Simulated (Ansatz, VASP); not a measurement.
**BN in VASP and in Ansatz**

```xyz
2
Lattice="0.0000 1.8848 1.6674 1.8848 0.0000 1.6674 1.8848 1.8848 0.0000" Properties=species:S:1:pos:R:3 pbc="T T T"
B     0.0000    0.0000    0.0000
N     2.8273    2.8273    2.5010
```

Change from the starting cell: strain +0.040 along x and y, -0.080 along z, atoms carried along.

Alike in both runs: task single point; functional PBE; k mesh 12 × 12 × 12; occupations gaussian, width 0.05 eV; no spin polarisation.

```csv
,VASP,Ansatz
version,VASP 6.6.1,Ansatz 0.2.0
potentials or method,"VASP PAW PBE potentials, release 64 (B, N), cutoff 600 eV","scalar-relativistic, plane waves, PAW"
valence electrons in the cell,8,8
```

VASP gave:

- gap on the k mesh at the Fermi level (eV): 2.56
- least direct gap on the mesh (eV): 7.70
- pressure (GPa): 1.4
- traceless stress, the component that is largest in VASP (GPa): 41.82

Task: What did Ansatz give for the same quantities?

Result: gap on the k mesh at the Fermi level (eV): 2.57; least direct gap on the mesh (eV): 7.71; pressure (GPa): 1.5; traceless stress, the component that is largest in VASP (GPa): 41.80.
